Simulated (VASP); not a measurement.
Input of a VASP 6.6.1 run:

The input INCAR:

```
SYSTEM = InP
ALGO = Normal
DIPOL = 0.5 0.5 0.500
EDIFF = 1E-6
ENCUT = 520
GGA = PS
IDIPOL = 3
ISIF = 2
ISMEAR = 0
KPAR = 4
LASPH = .TRUE.
LCHARG = .TRUE.
LDIPOL = .TRUE.
LREAL = Auto
LVACPOTAV = .TRUE.
LVHAR = .TRUE.
LWAVE = .FALSE.
NBANDS = 106
NELM = 60
PREC = Accurate
SIGMA = 0.05
```

The input KPOINTS:

```
k-points
0
G
  4 6 1
  0 0 0
```

POSCAR

```
InP
1.0
    5.8786887800      0.0000000000      0.0000000000
    0.0000000000      4.1568607000      0.0000000000
    0.0000000000      0.0000000000     34.7058731520
In P
10 10
Direct
    0.5607356703      0.5000000000      0.2435426579
   -0.0121629682      0.0000000000      0.2875959749
    0.4908023166      0.5000000000      0.3512404539
   -0.0106189294      0.0000000000      0.4094948248
    0.4908847180      0.5000000000      0.4704297498
   -0.0091183098      0.0000000000      0.5295700820
    0.4893728311      0.5000000000      0.5905049202
   -0.0092106270      0.0000000000      0.6487593515
    0.4878185355      0.5000000000      0.7124039244
    0.0607097478      0.0000000000      0.7564566484
    0.7697015344      0.0000000000      0.2237369698
    0.2376031045      0.5000000000      0.2910714731
    0.7428280404      0.0000000000      0.3492345399
    0.2394783308      0.5000000000      0.4106756767
    0.7408164347      0.0000000000      0.4697165774
    0.2408136049      0.5000000000      0.5302838737
    0.7394700503      0.0000000000      0.5893248261
    0.2428159279      0.5000000000      0.6507661513
    0.7375845741      0.0000000000      0.7089289622
    0.2696754130      0.5000000000      0.7762623617
```

Potentials or basis: VASP PAW PBE potentials, release 64 (In_d, P).

Run with:

```bash
$ cat potpaw_PBE.64/In_d/POTCAR potpaw_PBE.64/P/POTCAR > POTCAR
$ mpirun -np 4 vasp_std > vasp.out
```

(1) Estimate the band gap on the k mesh.

(2) Estimate the largest force.

## Answers

(1) 0.89 eV.

(2) 0.028 eV/Å.

Caveat: the PAW data sets were made with another functional, which shifts forces and pressure a little; spin-orbit coupling is left out, which moves the levels of the heavy elements.
